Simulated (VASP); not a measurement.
Y, 1 atom in the cell. The structure is cubic, space group Pm-3m (No. 221). The conventional cell has a = 3.274 Å, b = 3.274 Å, c = 3.274 Å, α = 90.00°, β = 90.00°, γ = 90.00°. Y (site symmetry m-3m) has 6 Y at 3.27 Å within 4.3 Å. This isn't the form of Y at room conditions, which is hcp.

| Quantity | Value |
| --- | --- |
| Program | VASP 6.6.1 |
| Task | single point |
| Functional | PBE |
| Potentials or basis | VASP PAW PBE potentials, release 64 (Y_sv) |
| Cutoff | 520 eV |
| k mesh | 7 × 7 × 7 |
| Occupations | fermi-dirac, width 0.1 eV |
| Spin | no spin polarisation |
| Dipole correction | no |
| Further INCAR settings | ALGO = Normal; EDIFF = 1e-06; NBANDS = 12 |

Potentials or basis: VASP PAW PBE potentials, release 64 (Y_sv).

Launch:

```bash
$ cat potpaw_PBE.64/Y_sv/POTCAR > POTCAR
$ mpirun -np 1 vasp_std > vasp.out
```

Hardware: 1 thread of AMD EPYC 7571, with other jobs on the host.

**Question.** How long does it take, and how much memory?

**Answer.** It took 15 s on 1 thread of AMD EPYC 7571, with other jobs on the host, peak memory 0.11 GiB. Counts: scf iterations 12, k points 20.
